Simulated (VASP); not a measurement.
# SnTe (I4/mmm) in VASP: notebook, part 2 of 2

VASP 6.6.1. The steps go on from the part before.

## (5) Single point, LDA

This run uses another cell than the first one, of the same volume but with other edges.

INCAR reads:

```
SYSTEM = SnTe
PREC = Accurate
ENCUT = 520
EDIFF = 1E-6
ISMEAR = 0
SIGMA = 0.03
LREAL = .FALSE.
LASPH = .TRUE.
NELM = 80
ALGO = Normal
ISIF = 2
LWAVE = .FALSE.
LCHARG = .FALSE.
NBANDS = 17
```

KPOINTS reads:

```
Automatic mesh
0
G
  10 10 10
  0 0 0
```

POSCAR reads:

```
SnTe
1.0
    0.0000000000      3.1913771283      2.9729220857
    3.1913771283      0.0000000000      2.9729220857
    3.1913771283      3.1913771283      0.0000000000
Sn Te
1 1
Direct
    0.0000000000      0.0000000000      0.0000000000
    0.5000000000      0.5000000000      0.5000000000
```

Potentials or basis: VASP PAW LDA potentials, release 64 (Sn_d, Te).

Started as:

```console
> cat potpaw_LDA.64/Sn_d/POTCAR potpaw_LDA.64/Te/POTCAR > POTCAR
> mpirun -np 1 vasp_std > vasp.out
```

OUTCAR:

```text
SYSTEM = SnTe
   PREC = Accurate
   ENCUT = 520
   EDIFF = 1E-6
   ISMEAR = 0
   LREAL = .FALSE.
   LASPH = .TRUE.
   NELM = 80
   ISIF = 2

 ion  position               nearest neighbor table
   1  0.000  0.000  0.000-   2 2.97   2 2.97   2 3.19   2 3.19   2 3.19   2 3.19
   2  0.500  0.500  0.500-   1 2.97   1 2.97   1 3.19   1 3.19   1 3.19   1 3.19

  LATTYP: Found a body centered tetragonal cell.
 ALAT       =     4.5132888175
 C/A-ratio  =     1.3174083051

  Lattice vectors:

 A1 = (   0.0000000000,  -3.1913771283,  -2.9729220857)
 A2 = (   0.0000000000,   3.1913771283,  -2.9729220857)
 A3 = (   3.1913771283,   0.0000000000,   2.9729220857)

Analysis of symmetry for initial positions (statically):
=====================================================================
 Subroutine PRICEL returns:
 Original cell was already a primitive cell.

 Routine SETGRP: Setting up the symmetry group for a
 body centered tetragonal supercell.

 Subroutine GETGRP returns: Found 16 space group operations
 (whereof 16 operations were pure point group operations)
 out of a pool of 16 trial point group operations.

The static configuration has the point symmetry D_4h.

Analysis of symmetry for dynamics (positions and initial velocities):
=====================================================================
 Subroutine PRICEL returns:
 Original cell was already a primitive cell.

 Routine SETGRP: Setting up the symmetry group for a
 body centered tetragonal supercell.

 Subroutine GETGRP returns: Found 16 space group operations
 (whereof 16 operations were pure point group operations)
 out of a pool of 16 trial point group operations.

The dynamic configuration has the point symmetry D_4h.

 Subroutine INISYM returns: Found 16 space group operations
 (whereof 16 operations are pure point group operations),
 and found     1 'primitive' translations

----------------------------------------------------------------------------------------

[... 111 lines left out ...]
     AMIX     =   0.40;   BMIX     =  1.00
     AMIX_MAG =   1.60;   BMIX_MAG =  1.00
  volume/ion in A,a.u.               =      30.28       204.33
  Fermi-wavevector in a.u.,A,eV,Ry     =   1.131605  2.138424 17.422670  1.280530
  Thomas-Fermi vector in A             =   2.268304
   LORBIT       =      0    0 simple, 1 ext, 2 COOP (PROOUT), +10 PAW based schemes
   GGA     = CA    functional components
   LHFCALC =     F    Hartree Fock is set to
   AEXX    =    0.0000 exact exchange contribution
   IVDW    =     0    specifies the selected vdW correction
   LEPSILON=     F    determine dielectric tensor
   LRPA    =     F    only Hartree local field effects (RPA)
 non-spin polarized calculation
 Gauss-broadening in eV      SIGMA  =   0.03
  energy-cutoff  :      520.00
  volume of cell :       60.56
 maximum number of plane-waves:      1647
   NGX = 17   NGY = 17   NGZ = 17

 number of electron      20.0000004 magnetization

 Free energy of the ion-electron system (eV)
  ---------------------------------------------------
  ext. energy  EPLUGINS =         0.00000000
  ---------------------------------------------------
  free energy    TOTEN  =        -8.73306718 eV

  energy without entropy =       -8.73306716  energy(sigma->0) =       -8.73306717

 E-fermi :   7.1884     XC(G=0):  -9.8756

 val. band max:        7.0957762976   @ k =  -0.2000  -0.0000   0.2000
 cond. band min:       7.2778077556   @ k =   0.5000   0.0000   0.0000
 fundamental gap:      0.1820314580
 Fermi energy:         7.1884304425

 k-point     1 :       0.0000    0.0000    0.0000
  band No.  band energies     occupation
      1     -14.6650      2.00000
      2     -14.6546      2.00000
      3     -14.6536      2.00000
      4     -14.6415      2.00000
      5     -14.6415      2.00000
      6      -5.9365      2.00000
[... 457 lines left out ...]
      4     -14.6305      2.00000
      5     -14.6301      2.00000
      6      -4.4907      2.00000
[... 9 lines left out ...]
     16      15.9998      0.00000
     17      17.3307      0.00000

 [... further k-points ...]

------------------------ aborting loop because EDIFF is reached ----------------------------------------

  FORCE on cell =-STRESS in cart. coord.  units (eV):
  Direction    XX          YY          ZZ          XY          YZ          ZX
  --------------------------------------------------------------------------------------
  -------------------------------------------------------------------------------------
  Total       -1.1307590     -1.1307590      3.2321388      0.0000000      0.0000000     -0.0000000
  in kB      -29.9165062    -29.9165062     85.5127359      0.0000000      0.0000000     -0.0000000
  external PRESSURE =       8.5599079 kB  Pullay stress =       0.0000000 kB

 VOLUME and BASIS-vectors are now :
 -----------------------------------------------------------------------------
  energy-cutoff  :      520.00
  volume of cell :       60.56
      direct lattice vectors                 reciprocal lattice vectors
     0.000000000  3.191377128  2.972922086    -0.156672176  0.156672176  0.168184697
     3.191377128  0.000000000  2.972922086     0.156672176 -0.156672176  0.168184697
     3.191377128  3.191377128  0.000000000     0.156672176  0.156672176 -0.168184697

 POSITION                                       TOTAL-FORCE (eV/Angst)
 -----------------------------------------------------------------------------------
      0.00000      0.00000      0.00000         0.000000      0.000000      0.000000
      3.19138      3.19138      2.97292         0.000000      0.000000     -0.000000
 -----------------------------------------------------------------------------------
    total drift:                                0.000000     -0.000000     -0.000000

  FREE ENERGIE OF THE ION-ELECTRON SYSTEM (eV)
  ---------------------------------------------------
  free  energy   TOTEN  =        -8.7330671811 eV

  energy  without entropy=       -8.7330671619  energy(sigma->0) =       -8.73306717
```

stdout:

```text
POSCAR found type information on POSCAR SnTe
 POSCAR found :  2 types and       2 ions
 scaLAPACK will be used
 LDA part: xc-table for (Slater(with rela. corr.)+CA(PZ))
 , standard interpolation
 POSCAR, INCAR and KPOINTS ok, starting setup
 FFT: planning ... GRIDC
 FFT: planning ... GRID_SOFT
 FFT: planning ... GRID
 WAVECAR not read
 entering main loop
```

Wall time 2.2 min (1 thread of Intel Xeon 8259CL, shared host); peak memory 0.24 GiB.

Results:

| Property | Result |
| --- | --- |
| Free energy | -8.7331 eV |
| Pressure | 0.9 GPa |
| Band gap on the k mesh | 0.18 eV (least direct gap 0.28 eV) |

Levels at points of the mesh, in eV from the valence-band top:
```csv
k point,band 7,band 8,band 9,band 10,band 11,band 12,band 13,band 14
"(0.00, 0.00, 0.00)",-4.56,-2.71,-1.88,-1.88,2.83,2.83,4.64,4.64
"(0.50, 0.00, 0.00)",-8.54,-1.89,-1.75,-0.15,0.18,0.33,0.69,7.82
"(0.50, 0.50, 0.00)",-6.79,-5.85,-3.96,-3.96,1.97,4.90,4.90,7.39
"(0.50, 0.00, 0.50)",-6.32,-5.71,-4.19,-3.34,2.20,4.22,6.22,6.25
```

Caveat: the stress differs along the axes, from -3 to 9 GPa; semilocal functionals underestimate gaps, and a narrow one can read as zero; spin-orbit coupling is left out, which moves the levels of the heavy elements. A k mesh can miss the band edges.

## (6) Overview

```tsv
cell	gap on the mesh (eV)	pressure (GPa)
a = 4.493, b = 4.493, c = 4.256 Å, angles 61.7, 61.7, 56.5°, 2 atoms	none	1.5
a = 4.339, b = 4.339, c = 4.565 Å, angles 58.3, 58.3, 63.5°, 2 atoms	none	1.8
a = 4.385, b = 4.385, c = 4.462 Å, angles 59.4, 59.4, 61.2°, 2 atoms	0.29	0.2
a = 4.362, b = 4.362, c = 4.513 Å, angles 58.8, 58.8, 62.3°, 2 atoms	0.18	0.9
```

Alike in all rows: task single point; level LDA; potentials or basis VASP PAW LDA potentials, release 64 (Sn_d, Te); no spin polarisation; k mesh 10 × 10 × 10; cutoff (eV) 520; smearing gaussian 0.03 eV.

Caveats: semilocal functionals underestimate gaps, and a narrow one can read as zero; spin-orbit coupling is left out, which moves the levels of the heavy elements; the stress differs along the axes, from -6 to 5 GPa (at least some runs); the stress differs along the axes, from -4 to 14 GPa (at least some runs); the stress differs along the axes, from -2 to 4 GPa (at least some runs); the stress differs along the axes, from -3 to 9 GPa (at least some runs).

Absolute energies hang on the potentials; compare differences alone.

The gap in the log of VASP goes by the Fermi energy; the results here count the filled bands.